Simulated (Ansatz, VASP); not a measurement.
## Two plane-wave programs on Sb

The input POSCAR:

```
Sb
1.0
   -1.5360979341      1.5360979341      2.6423702279
    1.5360979341     -1.5360979341      2.6423702279
    1.5360979341      1.5360979341     -2.6423702279
Sb
1
Direct
    0.0000000000      0.0000000000      0.0000000000
```

Contents of INCAR.step1:

```
ALGO = Normal
EDIFF = 1E-4
ENCUT = 520
GGA = PE
ISMEAR = -1
LASPH = True
LCHARG = False
LREAL = False
LWAVE = True
NBANDS = 8
NELM = 100
PREC = Accurate
SIGMA = 0.1
```

The input INCAR.step2:

```
ALGO = Normal
EDIFF = 1E-6
ENCUT = 520
ISIF = 2
ISMEAR = -1
ISTART = 1
LASPH = True
LCHARG = True
LELF = True
LMIXTAU = True
LREAL = False
LVHAR = True
LWAVE = False
METAGGA = R2SCAN
NBANDS = 8
NELM = 100
PREC = Accurate
SIGMA = 0.1
```

The input KPOINTS:

```
k-points
0
Gamma
  13 13 13
```

Input for Ansatz:

```yaml
crystal:
  lattice:
    - [-1.5360979340685317, 1.5360979340685317, 2.6423702279180645]
    - [1.5360979340685317, -1.5360979340685317, 2.6423702279180645]
    - [1.5360979340685317, 1.5360979340685317, -2.6423702279180645]
  atoms:
    - { symbol: Sb, position: [0.0, 0.0, 0.0] }
basis:
  ecutwfc: 600.0
kpoints:
  mp_grid:
    grid: [13, 13, 13]
hamiltonian:
  xc: r2scan
scf:
  occupations:
    method: fermi_dirac
    width: 0.1
output:
  stress: true
```

Alike in both runs: task single point; functional r2SCAN; k mesh 13 × 13 × 13; occupations fermi-dirac, width 0.1 eV; no spin polarisation.

```csv
,VASP,Ansatz
version,VASP 6.6.1,Ansatz 0.2.0
potentials or method,"VASP PAW PBE potentials, release 64 (Sb), cutoff 520 eV","plane waves, PAW"
valence electrons in the cell,5,15
```

VASP gave:

| Quantity | Value |
| --- | --- |
| pressure (GPa) | 7.5 |
| traceless stress, the component that is largest in VASP (GPa) | -0.46 |

Question: What did Ansatz give for the same quantities?

Answer: Pressure (GPa): 7.6; traceless stress, the component that is largest in VASP (GPa): -0.37.

VASP's potentials were made for PBE, not for r2SCAN. VASP's potentials hold 5 valence electrons a cell and Ansatz's 15, so a difference there can come from the potentials and not from the codes.

Neither program's run includes spin-orbit coupling.
